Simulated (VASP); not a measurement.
# Ta4C3 (R3m) in VASP: single point with PBEsol

Aim: the single point of Ta4C3 with PBEsol.

All numbers are computed with VASP 6.6.1; they aren't measurements. Logs are shortened: lines on timing, memory, paths and dates and some standing lists are left out, and cuts for length are marked.

### Step 1. The cell of the first run

It takes space group R3m (No. 160, trigonal). Conventional cell: a = 3.103 Å, b = 3.103 Å, c = 39.494 Å, α = 90.00°, β = 90.00°, γ = 120.00°. Ta (site symmetry 3m) has 6 C at 2.24 to 2.25 Å and 12 Ta at 3.08 to 3.22 Å within 3.3 Å. Within 2.8 Å of Ta (site symmetry 3m) lie 3 C at 2.14 Å. Ta (site symmetry 3m) has 3 C at 2.17 Å within 2.9 Å. Within 2.9 Å of Ta (site symmetry 3m) lie 6 C at 2.19 to 2.22 Å. C (site symmetry 3m) has 6 Ta at 2.17 to 2.19 Å within 2.9 Å. C (site symmetry 3m) has 6 Ta at 2.14 to 2.24 Å and 1 C at 2.70 Å within 2.8 Å. C (site symmetry 3m) has 6 Ta at 2.22 to 2.25 Å and 1 C at 2.70 Å within 2.9 Å.

### Step 2. Single point, PBEsol (the distance across one plane changed)

Contents of INCAR:

```
SYSTEM = Ta4C3
  PREC = Accurate
  ENCUT = 520
  EDIFF = 1E-6
  ISMEAR = 0
  SIGMA = 0.15
  LREAL = .False.
  LASPH = .True.
  NELM = 80
  ALGO = Fast
  ISIF = 2
  LWAVE = .False.
  LCHARG = .False.
  GGA = PS
  NBANDS = 37
  ISYM = 0
```

Contents of KPOINTS:

```
regular mesh
0
Gamma
  14 14 4
  0 0 0
```

Contents of POSCAR:

```
Ta4C3
1.0
   -3.1032734570      0.0000000000      0.0000000000
   -1.5516367285     -2.6875136487      0.0000000000
    1.5516367285      0.8958378829     13.1645109918
Ta C
4 3
Direct
    0.3453448363      0.3453448363      0.2848845090
    0.6151764244      0.6151764244      0.0943792733
    0.1429460953      0.1429460953      0.6776882860
    0.7463863636      0.7463863636      0.4880090909
    0.4451184866      0.4451184866      0.5842054597
    0.9780216309      0.9780216309      0.1829148926
    0.0463715410      0.0463715410      0.3879646231
```

Potentials or basis: VASP PAW PBE potentials, release 64 (Ta_pv, C).

Run with:

```
$ cat potpaw_PBE.64/Ta_pv/POTCAR potpaw_PBE.64/C/POTCAR > POTCAR
$ mpirun -np 1 vasp_std > vasp.out
```

OUTCAR:

```text
SYSTEM = Ta4C3
   PREC = Accurate
   ENCUT = 520
   EDIFF = 1E-6
   ISMEAR = 0
   LREAL = .False.
   LASPH = .True.
   NELM = 80
   ISIF = 2
   GGA = PS
   ISYM = 0

 ion  position               nearest neighbor table
   1  0.345  0.345  0.285-   6 2.24   6 2.24   6 2.24   7 2.25   7 2.25   7 2.25   2 3.08   2 3.08
                             2 3.08   4 3.22   4 3.22   4 3.22
   2  0.615  0.615  0.094-   6 2.14   6 2.14   6 2.14   1 3.08   1 3.08   1 3.08
   3  0.143  0.143  0.678-   5 2.17   5 2.17   5 2.17   4 3.07   4 3.07   4 3.07
   4  0.746  0.746  0.488-   5 2.19   5 2.19   5 2.19   7 2.22   7 2.22   7 2.22   3 3.07   3 3.07
                             3 3.07   1 3.22   1 3.22   1 3.22
   5  0.445  0.445  0.584-   3 2.17   3 2.17   3 2.17   4 2.19   4 2.19   4 2.19
   6  0.978  0.978  0.183-   2 2.14   2 2.14   2 2.14   1 2.24   1 2.24   1 2.24
   7  0.046  0.046  0.388-   4 2.22   4 2.22   4 2.22   1 2.25   1 2.25   1 2.25

IMPORTANT INFORMATION: All symmetrisations will be switched off!
NOSYMM: (Re-)initialisation of all symmetry stuff for point group C_1.

----------------------------------------------------------------------------------------

                                     Primitive cell

  volume of cell :     109.7932

  direct lattice vectors                    reciprocal lattice vectors
    -3.103273457  0.000000000  0.000000000    -0.322240374  0.186045567  0.025320601
    -1.551636728 -2.687513649  0.000000000     0.000000000 -0.372091134  0.025320601
     1.551636728  0.895837883 13.164510992     0.000000000  0.000000000  0.075961804

  length of vectors
     3.103273457  3.103273457 13.285874141     0.372951665  0.372951665  0.075961804

  position of ions in fractional coordinates (direct lattice)
     0.345344836  0.345344836  0.284884509
     0.615176424  0.615176424  0.094379273
     0.142946095  0.142946095  0.677688286
     0.746386364  0.746386364  0.488009091
     0.445118487  0.445118487  0.584205460
     0.978021631  0.978021631  0.182914893
     0.046371541  0.046371541  0.387964623

  ion indices of the primitive-cell ions
   primitive index   ion index
                 1           1
                 2           2
                 3           3
                 4           4
                 5           5
                 6           6
                 7           7

----------------------------------------------------------------------------------------

 KPOINTS: regular mesh

Automatic generation of k-mesh.
 Grid dimensions read from file:
 generate k-points for:   14   14    4

 Generating k-lattice:

  Cartesian coordinates                     Fractional coordinates (reciprocal lattice)
    -0.023017170  0.013288969  0.001808614     0.071428571  0.000000000  0.000000000
     0.000000000 -0.026577938  0.001808614     0.000000000  0.071428571  0.000000000
     0.000000000  0.000000000  0.018990451     0.000000000  0.000000000  0.250000000

  Length of vectors
     0.026639405  0.026639405  0.018990451

  Shift w.r.t. Gamma in fractional coordinates (k-lattice)
     0.000000000  0.000000000  0.000000000

 -----------------------------------------------------------------------------
|                                                                             |
|           W    W    AA    RRRRR   N    N  II  N    N   GGGG   !!!           |
|           W    W   A  A   R    R  NN   N  II  NN   N  G    G  !!!           |
|           W    W  A    A  R    R  N N  N  II  N N  N  G       !!!           |
|           W WW W  AAAAAA  RRRRR   N  N N  II  N  N N  G  GGG   !            |
|           WW  WW  A    A  R   R   N   NN  II  N   NN  G    G                |
|           W    W  A    A  R    R  N    N  II  N    N   GGGG   !!!           |
|                                                                             |
|     Your reciprocal lattice and k-lattice belong to different lattice       |
|     classes:                                                                |
|                                                                             |
|        The reciprocal lattice is rhombohedral (trigonal),                   |
|        whereas your k-lattice is base-centered monoclinic.                  |
|                                                                             |
|     Results are often still useful ...                                      |
|                                                                             |
 -----------------------------------------------------------------------------

 WARNING: IBZKPT: internal override: KBLOWUP is changed to .FALSE.
      ... skipping the blow-up phase ...

 Subroutine IBZKPT returns following result:
 ===========================================

 Found    396 irreducible k-points:

 Following reciprocal coordinates:
            Coordinates               Weight
  0.000000  0.000000  0.000000      1.000000
  0.071429  0.000000  0.000000      2.000000
  0.142857  0.000000  0.000000      2.000000
  0.214286  0.000000  0.000000      2.000000
  0.285714  0.000000  0.000000      2.000000
  0.357143  0.000000  0.000000      2.000000
[... 16 lines left out ...]
  0.000000  0.142857 -0.000000      2.000000
  0.071429  0.142857  0.000000      2.000000
 [... further k-points ...]
   k-points           NKPTS =    396   k-points in BZ     NKDIM =    396   number of bands    NBANDS=     37
   number of dos      NEDOS =    301   number of ions     NIONS =      7
   total plane-waves  NPLWV =  57600
   dimension x,y,z NGX =    24 NGY =   24 NGZ =  100
   dimension x,y,z NGXF=    48 NGYF=   48 NGZF=  200
   ions per type =               4   3
   NGX,Y,Z   is equivalent  to a cutoff of  12.86, 12.86, 12.51 a.u.
   NGXF,Y,Z  is equivalent  to a cutoff of  25.71, 25.71, 25.03 a.u.
 SYSTEM =  Ta4C3
   PREC   = accura    normal or accurate (medium, high low for compatibility)
   ISTART =      0    job   : 0-new  1-cont  2-samecut
   ICHARG =      2    charge: 1-file 2-atom 10-const
   ISPIN  =      1    spin polarized calculation?
   LNONCOLLINEAR =      F non collinear calculations
   LSORBIT =      F    spin-orbit coupling
   LASPH  =      T    aspherical Exc in radial PAW
   ENCUT  =  520.0 eV  38.22 Ry    6.18 a.u.   5.77  5.77 24.70*2*pi/ulx,y,z
   NELM   =     80;   NELMIN=  2; NELMDL= -5     # of ELM steps
   EDIFF  = 0.1E-05   stopping-criterion for ELM
   LREAL  =      F    real-space projection
   EDIFFG = 0.1E-04   stopping-criterion for IOM
   NSW    =      0    number of steps for IOM
   IBRION =     -1    ionic relax: 0-MD 1-quasi-New 2-CG
   NFREE  =      0    steps in history (QN), initial steepest desc. (CG)
   ISIF   =      2    stress and relaxation
   ISYM   =      0    0-nonsym 1-usesym 2-fastsym
   POTIM  = 0.5000    time-step for ionic-motion
   TEBEG  =    0.0;   TEEND  =   0.0 temperature during run
   PSTRESS=    0.0 pullay stress
   NELECT =      56.0000    total number of electrons
   NUPDOWN=      -1.0000    fix difference up-down
   EMIN   =  10.00;   EMAX   =-10.00  energy-range for DOS
   EFERMI =   0.00;   METHOD = LEGACY
   ISMEAR =     0;   SIGMA  =   0.15  broadening in eV -4-tet -1-fermi 0-gaus
   EFERMI_NEDOS =   21; number of points for ismear=-14 and -15
   IALGO  =     68    algorithm
   IMIX   =      4    mixing-type and parameters
     AMIX     =   0.40;   BMIX     =  1.00
     AMIX_MAG =   1.60;   BMIX_MAG =  1.00
  volume/ion in A,a.u.               =      15.68       105.85
  Fermi-wavevector in a.u.,A,eV,Ry     =   1.308014  2.471788 23.278212  1.710900
  Thomas-Fermi vector in A             =   2.438710
   LORBIT       =      0    0 simple, 1 ext, 2 COOP (PROOUT), +10 PAW based schemes
   GGA     = PS    functional components
   LHFCALC =     F    Hartree Fock is set to
   AEXX    =    0.0000 exact exchange contribution
   IVDW    =     0    specifies the selected vdW correction
   LEPSILON=     F    determine dielectric tensor
   LRPA    =     F    only Hartree local field effects (RPA)
 non-spin polarized calculation
 RMM-DIIS sequential band-by-band and
 Gauss-broadening in eV      SIGMA  =   0.15
  energy-cutoff  :      520.00
  volume of cell :      109.79
 maximum number of plane-waves:      2977
   NGX = 11   NGY = 11   NGZ = 49

 number of electron      56.0000002 magnetization

 Free energy of the ion-electron system (eV)
  ---------------------------------------------------
  ext. energy  EPLUGINS =         0.00000000
  ---------------------------------------------------
  free energy    TOTEN  =       -80.62571693 eV

  energy without entropy =      -80.58909413  energy(sigma->0) =      -80.60740553

 E-fermi :   4.7916     XC(G=0): -11.1907

 val. band max:        4.7719407734   @ k =   0.0000  -0.1429   0.2500
 cond. band min:       4.7942727917   @ k =   0.2143   0.1429   0.2500
 fundamental gap:      0.0223320183
 Fermi energy:         4.7916166883

 k-point     1 :       0.0000    0.0000    0.0000
  band No.  band energies     occupation
      1     -30.6245      2.00000
      2     -30.4129      2.00000
      3     -30.0723      2.00000
      4     -30.0023      2.00000
      5     -30.0023      2.00000
      6     -29.9686      2.00000
[... 29 lines left out ...]
     36       6.7545      0.00000
     37       7.6304      0.00000

 k-point     2 :       0.0714    0.0000    0.0000
  band No.  band energies     occupation
      1     -30.6135      2.00000
      2     -30.4086      2.00000
      3     -30.0837      2.00000
      4     -30.0312      2.00000
      5     -30.0113      2.00000
      6     -29.9944      2.00000
[... 29 lines left out ...]
     36       6.7683      0.00000
     37       7.8586      0.00000
[... 838 lines left out ...]
     36       7.0925      0.00000
     37       7.9293      0.00000

 k-point    24 :       0.0714    0.1429    0.0000
  band No.  band energies     occupation
      1     -30.5925      2.00000
      2     -30.4019      2.00000
      3     -30.1216      2.00000
      4     -30.0818      2.00000
      5     -30.0368      2.00000
      6     -30.0140      2.00000
[... 29 lines left out ...]
     36       7.1200      0.00000
     37       7.5632      0.00000

 [... further k-points ...]

------------------------ aborting loop because EDIFF is reached ----------------------------------------

  FORCE on cell =-STRESS in cart. coord.  units (eV):
  Direction    XX          YY          ZZ          XY          YZ          ZX
  --------------------------------------------------------------------------------------
  -------------------------------------------------------------------------------------
  Total       -2.8025090     -2.8024069     -2.1097281     -0.0000819      0.0006235      0.0010608
  in kB      -40.8961237    -40.8946334    -30.7865912     -0.0011947      0.0090991      0.0154797
  external PRESSURE =     -37.5257828 kB  Pullay stress =       0.0000000 kB

 VOLUME and BASIS-vectors are now :
 -----------------------------------------------------------------------------
  energy-cutoff  :      520.00
  volume of cell :      109.79
      direct lattice vectors                 reciprocal lattice vectors
    -3.103273457  0.000000000  0.000000000    -0.322240374  0.186045567  0.025320601
    -1.551636728 -2.687513649  0.000000000     0.000000000 -0.372091134  0.025320601
     1.551636728  0.895837883 13.164510992     0.000000000  0.000000000  0.075961804

 POSITION                                       TOTAL-FORCE (eV/Angst)
 -----------------------------------------------------------------------------------
     -1.16551     -0.67291      3.75037        -0.000025     -0.000015     -0.187257
     -2.71715     -1.56875      1.24246        -0.000043     -0.000032      0.447374
      0.38612      0.22293      8.92143         0.000185      0.000113     -0.632994
     -2.71715     -1.56875      6.42440        -0.000262     -0.000141      0.085613
     -1.16551     -0.67291      7.69078         0.000046      0.000016      0.758730
     -4.26879     -2.46458      2.40799        -0.000024     -0.000009     -0.456913
      0.38612      0.22293      5.10736         0.000123      0.000068     -0.014554
 -----------------------------------------------------------------------------------
    total drift:                               -0.000124     -0.000064     -0.000857

  FREE ENERGIE OF THE ION-ELECTRON SYSTEM (eV)
  ---------------------------------------------------
  free  energy   TOTEN  =       -80.6257169344 eV

  energy  without entropy=      -80.5890941328  energy(sigma->0) =      -80.60740553
```

It took 60 min on 1 thread of AMD EPYC 9755, shared host; peak memory 1.1 GiB.

What came out:

```
Free energy            : -80.6257 eV
Pressure               : -3.8 GPa
Largest force          : 0.759 eV/Å
Band gap on the k mesh : zero (bands 28 and 29 overlap by 0.56 eV)
```

Forces in eV/Å, atoms in the order of the input:
```
Ta   0.000  0.000 -0.187
Ta   0.000  0.000  0.447
Ta   0.000  0.000 -0.633
Ta   0.000  0.000  0.086
C    0.000  0.000  0.759
C    0.000  0.000 -0.457
C    0.000  0.000 -0.015
```

Levels at points of the mesh, in eV from the Fermi level:
```
           k point  band 24  band 25  band 26  band 27  band 28  band 29  band 30  band 31  band 32  band 33
(0.00, 0.00, 0.00)    -2.55    -1.73    -1.07    -0.49    -0.49    -0.12     0.56     0.56     1.13     1.13
(0.50, 0.00, 0.00)    -3.73    -2.46    -0.79     0.01     0.23     1.14     2.30     2.43     2.66     2.92
(0.00, 0.50, 0.00)    -3.73    -2.46    -0.79     0.01     0.23     1.14     2.30     2.43     2.66     2.92
(0.50, 0.50, 0.00)    -3.73    -2.46    -0.79     0.04     0.19     1.15     2.39     2.44     2.56     2.92
(0.00, 0.00, 0.50)    -2.55    -1.57    -1.23    -0.49    -0.49    -0.10     0.56     0.56     1.13     1.13
(0.50, 0.00, 0.50)    -3.73    -2.46    -0.79     0.04     0.19     1.15     2.39     2.44     2.56     2.93
(0.00, 0.50, 0.50)    -3.73    -2.46    -0.79     0.04     0.19     1.15     2.39     2.44     2.56     2.92
(0.50, 0.50, 0.50)    -3.73    -2.46    -0.79     0.01     0.23     1.14     2.30     2.43     2.66     2.92
```

Caveat: the cell differs from its parent crystal (the distance across one plane changed); the cell stands under tension; the PAW data sets were made with another functional, which shifts forces and pressure a little; spin-orbit coupling is left out, which moves the levels of the heavy elements.

The gap in the log of VASP goes by the Fermi energy; the results here count the filled bands.